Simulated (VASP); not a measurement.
# BeTe (I-4m2) in VASP: a series of runs, part 2 of 2

VASP 6.6.1.

### 3 Single point, LDA

This run uses another cell than the first one, of the same volume but with other edges.

The input, INCAR:

```
SYSTEM = BeTe
ALGO = Normal ; EDIFF = 1E-6
ENCUT = 520 ; GGA = CA
ISIF = 2 ; ISMEAR = 0
LASPH = .TRUE. ; LCHARG = .TRUE.
LELF = .TRUE. ; LREAL = .FALSE.
LVHAR = .TRUE. ; LWAVE = .FALSE.
NBANDS = 11 ; NELM = 60
PREC = Accurate ; SIGMA = 0.05
```

The input, KPOINTS:

```
k-points
0
G
  10 10 10
  0 0 0
```

The input, POSCAR:

```
BeTe
1.0
    0.0000000000      2.5380411060      3.2994534378
    2.5380411060      0.0000000000      3.2994534378
    2.5380411060      2.5380411060      0.0000000000
Be Te
1 1
Direct
    0.0000000000      0.0000000000      0.0000000000
    0.7500000000      0.7500000000      0.7500000000
```

Potentials or basis: VASP PAW LDA potentials, release 64 (Be, Te).

On the command line:

```console
$ cat potpaw_LDA.64/Be/POTCAR potpaw_LDA.64/Te/POTCAR > POTCAR
$ mpirun -np 1 vasp_std > vasp.out
```

OUTCAR:

```text
SYSTEM = BeTe
   EDIFF = 1E-6
   ENCUT = 520
   GGA = CA
   ISIF = 2
   ISMEAR = 0
   LASPH = .TRUE.
   LREAL = .FALSE.
   NELM = 60
   PREC = Accurate

 ion  position               nearest neighbor table
   1  0.000  0.000  0.000-   2 2.44   2 2.44   2 2.44   2 2.44
   2  0.750  0.750  0.750-   1 2.44   1 2.44   1 2.44   1 2.44

  LATTYP: Found a body centered tetragonal cell.
 ALAT       =     3.5893321540
 C/A-ratio  =     1.8384776311

  Lattice vectors:

 A1 = (  -2.5380411060,   0.0000000000,   3.2994534378)
 A2 = (   2.5380411060,   0.0000000000,   3.2994534378)
 A3 = (   0.0000000000,   2.5380411060,  -3.2994534378)

Analysis of symmetry for initial positions (statically):
=====================================================================
 Subroutine PRICEL returns:
 Original cell was already a primitive cell.

 Routine SETGRP: Setting up the symmetry group for a
 body centered tetragonal supercell.

 Subroutine GETGRP returns: Found  8 space group operations
 (whereof  8 operations were pure point group operations)
 out of a pool of 16 trial point group operations.

The static configuration has the point symmetry D_2d.

Analysis of symmetry for dynamics (positions and initial velocities):
=====================================================================
 Subroutine PRICEL returns:
 Original cell was already a primitive cell.

 Routine SETGRP: Setting up the symmetry group for a
 body centered tetragonal supercell.

 Subroutine GETGRP returns: Found  8 space group operations
 (whereof  8 operations were pure point group operations)
 out of a pool of 16 trial point group operations.

The dynamic configuration has the point symmetry D_2d.

 Subroutine INISYM returns: Found  8 space group operations
 (whereof  8 operations are pure point group operations),
 and found     1 'primitive' translations

----------------------------------------------------------------------------------------

                                     Primitive cell

  volume of cell :      42.5079

  direct lattice vectors                    reciprocal lattice vectors
     0.000000000  2.538041106  3.299453438    -0.197002325  0.197002325  0.151540250
     2.538041106  0.000000000  3.299453438     0.197002325 -0.197002325  0.151540250
     2.538041106  2.538041106  0.000000000     0.197002325  0.197002325 -0.151540250

  length of vectors
     4.162696920  4.162696920  3.589332154     0.317150248  0.317150248  0.317150248

  position of ions in fractional coordinates (direct lattice)
     0.000000000  0.000000000  0.000000000
     0.750000000  0.750000000  0.750000000

  ion indices of the primitive-cell ions
   primitive index   ion index
                 1           1
                 2           2

----------------------------------------------------------------------------------------

 KPOINTS: k-points

Automatic generation of k-mesh.
 Grid dimensions read from file:
 generate k-points for:   10   10   10

 Generating k-lattice:

  Cartesian coordinates                     Fractional coordinates (reciprocal lattice)
    -0.019700233  0.019700233  0.015154025     0.100000000  0.000000000  0.000000000
     0.019700233 -0.019700233  0.015154025     0.000000000  0.100000000  0.000000000
     0.019700233  0.019700233 -0.015154025     0.000000000  0.000000000  0.100000000

  Length of vectors
     0.031715025  0.031715025  0.031715025

  Shift w.r.t. Gamma in fractional coordinates (k-lattice)
     0.000000000  0.000000000  0.000000000

 Subroutine IBZKPT returns following result:
 ===========================================

 Found    102 irreducible k-points:

 Following reciprocal coordinates:
            Coordinates               Weight
  0.000000  0.000000  0.000000      1.000000
  0.100000  0.000000  0.000000      8.000000
  0.200000  0.000000  0.000000      8.000000
  0.300000  0.000000  0.000000      8.000000
  0.400000  0.000000  0.000000      8.000000
  0.500000  0.000000  0.000000      4.000000
[... 16 lines left out ...]
  0.300000  0.300000  0.000000      2.000000
  0.400000  0.300000  0.000000      8.000000
 [... further k-points ...]
   k-points           NKPTS =    102   k-points in BZ     NKDIM =    102   number of bands    NBANDS=     11
   number of dos      NEDOS =    301   number of ions     NIONS =      2
   total plane-waves  NPLWV =  28672
   dimension x,y,z NGX =    32 NGY =   32 NGZ =   28
   dimension x,y,z NGXF=    64 NGYF=   64 NGZF=   56
   ions per type =               1   1
   NGX,Y,Z   is equivalent  to a cutoff of  12.78, 12.78, 12.97 a.u.
   NGXF,Y,Z  is equivalent  to a cutoff of  25.56, 25.56, 25.94 a.u.
 SYSTEM =  BeTe
   PREC   = accura    normal or accurate (medium, high low for compatibility)
   ISTART =      0    job   : 0-new  1-cont  2-samecut
   ICHARG =      2    charge: 1-file 2-atom 10-const
   ISPIN  =      1    spin polarized calculation?
   LNONCOLLINEAR =      F non collinear calculations
   LSORBIT =      F    spin-orbit coupling
   LASPH  =      T    aspherical Exc in radial PAW
   ENCUT  =  520.0 eV  38.22 Ry    6.18 a.u.   7.74  7.74  6.67*2*pi/ulx,y,z
   NELM   =     60;   NELMIN=  2; NELMDL= -5     # of ELM steps
   EDIFF  = 0.1E-05   stopping-criterion for ELM
   LREAL  =      F    real-space projection
   EDIFFG = 0.1E-04   stopping-criterion for IOM
   NSW    =      0    number of steps for IOM
   IBRION =     -1    ionic relax: 0-MD 1-quasi-New 2-CG
   NFREE  =      0    steps in history (QN), initial steepest desc. (CG)
   ISIF   =      2    stress and relaxation
   ISYM   =      2    0-nonsym 1-usesym 2-fastsym
   POTIM  = 0.5000    time-step for ionic-motion
   TEBEG  =    0.0;   TEEND  =   0.0 temperature during run
   PSTRESS=    0.0 pullay stress
   NELECT =       8.0000    total number of electrons
   NUPDOWN=      -1.0000    fix difference up-down
   EMIN   =  10.00;   EMAX   =-10.00  energy-range for DOS
   EFERMI =   0.00;   METHOD = LEGACY
   ISMEAR =     0;   SIGMA  =   0.05  broadening in eV -4-tet -1-fermi 0-gaus
   EFERMI_NEDOS =   21; number of points for ismear=-14 and -15
   IALGO  =     38    algorithm
   IMIX   =      4    mixing-type and parameters
     AMIX     =   0.40;   BMIX     =  1.00
     AMIX_MAG =   1.60;   BMIX_MAG =  1.00
  volume/ion in A,a.u.               =      21.25       143.43
  Fermi-wavevector in a.u.,A,eV,Ry     =   0.938170  1.772885 11.975354  0.880164
  Thomas-Fermi vector in A             =   2.065355
   LORBIT       =      0    0 simple, 1 ext, 2 COOP (PROOUT), +10 PAW based schemes
   GGA     = CA    functional components
   LHFCALC =     F    Hartree Fock is set to
   AEXX    =    0.0000 exact exchange contribution
   IVDW    =     0    specifies the selected vdW correction
   LEPSILON=     F    determine dielectric tensor
   LRPA    =     F    only Hartree local field effects (RPA)
 non-spin polarized calculation
 Gauss-broadening in eV      SIGMA  =   0.05
  energy-cutoff  :      520.00
  volume of cell :       42.51
 maximum number of plane-waves:      1160
   NGX = 15   NGY = 15   NGZ = 13

 number of electron       7.9999999 magnetization

 Free energy of the ion-electron system (eV)
  ---------------------------------------------------
  ext. energy  EPLUGINS =         0.00000000
  ---------------------------------------------------
  free energy    TOTEN  =        -8.21904140 eV

  energy without entropy =       -8.21904140  energy(sigma->0) =       -8.21904140

 E-fermi :   6.5671     XC(G=0):  -9.4936

 val. band max:        6.3356759280   @ k =  -0.1000   0.1000   0.0000
 cond. band min:       6.8113563941   @ k =   0.5000   0.0000   0.5000
 fundamental gap:      0.4756804662
 Fermi energy:         6.5670797142

 k-point     1 :       0.0000    0.0000    0.0000
  band No.  band energies     occupation
      1      -7.0695      2.00000
      2       4.0785      2.00000
      3       6.2703      2.00000
      4       6.2703      2.00000
      5       8.7529      0.00000
      6       9.2976      0.00000
      7       9.2976      0.00000
      8       9.8847      0.00000
      9      13.0888      0.00000
     10      14.1514      0.00000
     11      14.1642      0.00000
[... 309 lines left out ...]
 k-point    24 :       0.4000    0.3000    0.0000
  band No.  band energies     occupation
      1      -6.1070      2.00000
      2       0.2613      2.00000
      3       3.8449      2.00000
      4       4.5726      2.00000
      5       9.3952      0.00000
      6      10.5548      0.00000
      7      12.5142      0.00000
      8      13.2876      0.00000
      9      14.6796      0.00000
     10      16.2694      0.00000
     11      19.1080      0.00000

 [... further k-points ...]
[... 5 lines left out ...]
  --------------------------------------------------------------------------------------
  -------------------------------------------------------------------------------------
  Total        2.4243620      2.4243620     -4.0279991      0.0000000     -0.0000000      0.0000000
  in kB       91.3773915     91.3773915   -151.8205798      0.0000000     -0.0000000      0.0000000
  external PRESSURE =      10.3114011 kB  Pullay stress =       0.0000000 kB

 VOLUME and BASIS-vectors are now :
 -----------------------------------------------------------------------------
  energy-cutoff  :      520.00
  volume of cell :       42.51
      direct lattice vectors                 reciprocal lattice vectors
     0.000000000  2.538041106  3.299453438    -0.197002325  0.197002325  0.151540250
     2.538041106  0.000000000  3.299453438     0.197002325 -0.197002325  0.151540250
     2.538041106  2.538041106  0.000000000     0.197002325  0.197002325 -0.151540250

 POSITION                                       TOTAL-FORCE (eV/Angst)
 -----------------------------------------------------------------------------------
      0.00000      0.00000      0.00000        -0.000000     -0.000000      0.000000
      3.80706      3.80706      4.94918         0.000000      0.000000      0.000000
 -----------------------------------------------------------------------------------
    total drift:                               -0.000000     -0.000000     -0.000000

  FREE ENERGIE OF THE ION-ELECTRON SYSTEM (eV)
  ---------------------------------------------------
  free  energy   TOTEN  =        -8.2190414005 eV

  energy  without entropy=       -8.2190414005  energy(sigma->0) =       -8.21904140
```

stdout:

```text
POSCAR found type information on POSCAR BeTe
 POSCAR found :  2 types and       2 ions
 scaLAPACK will be used
 LDA part: xc-table for (Slater(with rela. corr.)+CA(PZ))
 , standard interpolation
 POSCAR, INCAR and KPOINTS ok, starting setup
 FFT: planning ... GRIDC
 FFT: planning ... GRID_SOFT
 FFT: planning ... GRID
 WAVECAR not read
 entering main loop
```

It took 73 s on 1 thread of AMD EPYC, shared host; peak memory 0.15 GiB.

What came out:

```yaml
Free_energy: -8.2190 eV
Pressure: 1.0 GPa
Band_gap_on_the_k_mesh: 0.48 eV, indirect (least direct gap 1.31 eV)
```

Caveat: spin-orbit coupling is left out, which moves the levels of the heavy elements. A k mesh can miss the band edges.

### 4 Single point, LDA

This run uses another cell than the first one, of the same volume but with other edges.

The input, INCAR:

```
ALGO = Normal
EDIFF = 1E-6
ENCUT = 520
ISIF = 2
ISMEAR = 0
LASPH = True
LCHARG = True
LELF = True
LREAL = False
LVHAR = True
LWAVE = False
NBANDS = 11
NELM = 100
PREC = Accurate
SIGMA = 0.05
```

The input, KPOINTS:

```
k-points
0
Gamma
  10 10 10
```

The input, POSCAR:

```
BeTe
1.0
    0.0000000000      2.8480689119      2.6202233989
    2.8480689119      0.0000000000      2.6202233989
    2.8480689119      2.8480689119      0.0000000000
Be Te
1 1
Direct
    0.0000000000      0.0000000000      0.0000000000
    0.7500000000      0.7500000000      0.7500000000
```

On the command line:

```console
$ cat potpaw_LDA.64/Be/POTCAR potpaw_LDA.64/Te/POTCAR > POTCAR
$ mpirun -np 1 vasp_std > vasp.out
```

Run time: 76 s. Hardware: 1 thread of AMD EPYC, shared host; peak memory 0.15 GiB.

Results (log left out):

```
Free energy            : -8.6913 eV
Pressure               : 0.7 GPa
Band gap on the k mesh : 1.13 eV, indirect (least direct gap 3.21 eV)
```

Stress tensor (GPa, compression positive):
```
-0.75  0.00  0.00
 0.00 -0.75  0.00
 0.00  0.00  3.68
```

Levels at points of the mesh, in eV from the valence-band top:
```tsv
k point	band 1	band 2	band 3	band 4	band 5	band 6	band 7	band 8
(0.00, 0.00, 0.00)	-12.91	-0.40	-0.40	0.00	3.21	3.38	3.38	3.79
(0.50, 0.00, 0.00)	-11.45	-6.11	-1.82	-1.13	2.71	3.99	4.79	7.45
(0.50, 0.50, 0.00)	-10.69	-5.26	-3.47	-3.47	1.13	1.86	9.68	9.68
(0.50, 0.00, 0.50)	-11.03	-5.77	-2.94	-2.80	1.70	2.58	9.15	9.48
```

Caveat: spin-orbit coupling is left out, which moves the levels of the heavy elements. A k mesh can miss the band edges.

### 5 Overview

```tsv
cell	gap on the mesh (eV)	pressure (GPa)
a = 3.816, b = 3.816, c = 4.256 Å, angles 56.1, 56.1, 67.8°, 2 atoms	0.34	0.0
a = 4.163, b = 4.163, c = 3.589 Å, angles 64.5, 64.5, 51.1°, 2 atoms	0.48	1.0
a = 3.870, b = 3.870, c = 4.028 Å, angles 58.6, 58.6, 62.7°, 2 atoms	1.13	0.7
```

Alike in all rows: task single point; level LDA; potentials or basis VASP PAW LDA potentials, release 64 (Be, Te); no spin polarisation; k mesh 10 × 10 × 10; cutoff (eV) 520; smearing gaussian 0.05 eV.

Caveats: spin-orbit coupling is left out, which moves the levels of the heavy elements.

Absolute energies hang on the potentials; compare differences alone.
